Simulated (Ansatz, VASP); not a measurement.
**Si16S31 in VASP and in Ansatz**

```
Si S
1.0
   -12.73861    0.00000    0.00000
    -6.36930   11.08759    0.00000
    -6.36930    0.00000  -11.18536
Si S
16 31
Direct
  0.80717 0.50396 0.37498
  0.94924 0.99528 0.11471
  0.31423 0.49887 0.37489
  0.43366 0.99688 0.14212
  0.06361 0.49919 0.87509
  0.56130 0.50103 0.87495
  0.69322 0.99377 0.62849
  0.17481 0.01713 0.60355
  0.68215 0.50396 0.62502
  0.82171 0.99377 0.37151
  0.18912 0.49887 0.62511
  0.27836 0.01713 0.39645
  0.93625 0.50103 0.12505
  0.43870 0.49919 0.12491
  0.56395 0.99528 0.88529
  0.07578 0.99688 0.85788
  0.51921 0.39480 0.24963
  0.89851 0.89080 0.50000
  0.01312 0.39832 0.25233
  0.63941 0.89344 0.01517
  0.15458 0.89344 0.98483
  0.26885 0.39480 0.75037
  0.76545 0.39832 0.74767
  0.47799 0.60679 0.75233
  0.61602 0.09602 0.50000
  0.98396 0.60321 0.74974
  0.06664 0.13361 0.50000
  0.73032 0.60679 0.24767
  0.23370 0.60321 0.25026
  0.35843 0.09903 0.01213
  0.87056 0.09903 0.98787
  0.17530 0.10206 0.72932
  0.29098 0.60237 0.50000
  0.66739 0.09722 0.75634
  0.78226 0.60878 0.50000
  0.40462 0.10206 0.27068
  0.92374 0.09722 0.24366
  0.03982 0.60327 0.99996
  0.53978 0.60327 0.00004
  0.70305 0.40221 0.50000
  0.84794 0.89124 0.24262
  0.21268 0.39519 0.50000
  0.32786 0.89611 0.27029
  0.96153 0.39591 0.00009
  0.46162 0.39591 0.99991
  0.59055 0.89124 0.75738
  0.09815 0.89611 0.72971
```

Change from the starting cell: S vacancy (site j), charge +0, atoms relaxed at the host's cell.

Alike in both runs: functional PBE; k mesh 2 × 2 × 2; occupations gaussian, width 0.01 eV; no spin polarisation.

Ansatz relaxed the structure, and its values are those at the end. VASP's run is a single point on that final structure, the one shown.

|  | VASP | Ansatz |
| --- | --- | --- |
| version | VASP 6.6.1 | Ansatz 0.2.0 |
| potentials or method | VASP PAW PBE potentials, release 64 (Si, S), cutoff 400 eV | scalar-relativistic, plane waves, PAW |
| valence electrons in the cell | 250 | 250 |

```tsv
	VASP	Ansatz	Ansatz less VASP
gap on the k mesh at the Fermi level (eV)	2.96	2.94	-0.015
least direct gap on the mesh (eV)	2.96	2.94	-0.015
rms of the force components (eV/Å)	0.019	0.003	-0.0167
```

With one functional, cell and mesh, what is left measures potentials, basis and numerics.
